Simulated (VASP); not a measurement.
Write the native input for VASP 6.6.1 that does the following.

```yaml
Task: single point
Functional: PBEsol
Potentials_or_basis: VASP PAW PBE potentials, release 64 (K_sv, Cl)
Cutoff: 520 eV
k_mesh: 7 × 7 × 7
Occupations: fermi-dirac, width 0.05 eV
Spin: no spin polarisation
Dipole_correction: no
Further_INCAR_settings: ALGO = Normal; EDIFF = 1e-06; NBANDS = 15
```

The structure of KCl lies in POSCAR:

```
KCl
1.0
    3.9144934694      0.0000000000      0.0000000000
    0.0000000000      3.9144934694      0.0000000000
    0.0000000000      0.0000000000      3.9144934694
K Cl
1 1
Direct
    0.0000000000      0.0000000000      0.0000000000
    0.5000000000      0.5000000000      0.5000000000
```

These files were run (other wordings do the same):

INCAR

```
  ALGO = Normal
  EDIFF = 1E-6
  ENCUT = 520
  GGA = PS
  ISIF = 2
  ISMEAR = -1
  LASPH = True
  LCHARG = False
  LREAL = False
  LWAVE = False
  NBANDS = 15
  NELM = 80
  PREC = Accurate
  SIGMA = 0.05
```

KPOINTS

```
k-points
0
Gamma
  7 7 7
```

Potentials or basis: VASP PAW PBE potentials, release 64 (K_sv, Cl).

The run is started by

```bash
$ cat potpaw_PBE.64/K_sv/POTCAR potpaw_PBE.64/Cl/POTCAR > POTCAR
$ mpirun -np 1 vasp_std > vasp.out
```

Results of the run:

```yaml
Pressure: -2.2 GPa
Band_gap_on_the_k_mesh: 4.42 eV, indirect (least direct gap 4.60 eV)
```

Caveat: the PAW data sets were made with another functional, which shifts forces and pressure a little.

Wall time 7.8 s on 1 thread of Intel(R) Xeon(R) 6975P-C (Granite Rapids), on a shared host, peak memory 0.16 GiB.
